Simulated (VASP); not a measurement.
The system is As.

```
As
1.0
     4.97240    0.00000    0.00000
    -2.48620    4.30622    0.00000
     0.00000    0.00000    4.84413
As
4
Direct
  0.33333 0.66667 0.00000
  0.66667 0.33333 0.00000
  0.00000 0.00000 0.50000
  0.00000 0.00000 0.00000
```

- Program: VASP 6.6.1
- Task: relaxation of cell and atoms
- Functional: PBE
- Potentials or basis: VASP PAW PBE potentials, release 64 (As)
- Cutoff: 600 eV
- k mesh: 12 × 12 × 10
- Occupations: gaussian, width 0.1 eV
- Spin: no spin polarisation

At the start: pressure 0.3 GPa; volume 25.93 Å³/atom.

**Question.** Where does the relaxation end?

**Answer.** Over 4 steps the energy falls by 16.9 meV/atom; space group P6/mmm (No. 191, to 0.05 Å).

Step by step:
| step | energy change (eV) | largest force (eV/Å) | pressure (GPa) | volume (Å³) |
| --- | --- | --- | --- | --- |
| 1 | 0.0000 | 0.0000 | 0.32 | 103.72 |
| 2 | -0.0670 | 0.0000 | -0.27 | 104.41 |
| 3 | -0.0671 | 0.0000 | -0.28 | 104.42 |
| 4 | -0.0676 | 0.0000 | 0.05 | 103.74 |

Final structure:
```
CELL_PARAMETERS angstrom
4.89044 0.00000 0.00000
-2.44522 4.23524 0.00000
0.00000 0.00000 5.00871
ATOMIC_POSITIONS crystal
As 0.33333 0.66667 0.00000
As 0.66667 0.33333 0.00000
As 0.00000 0.00000 0.50000
As 0.00000 0.00000 0.00000
```
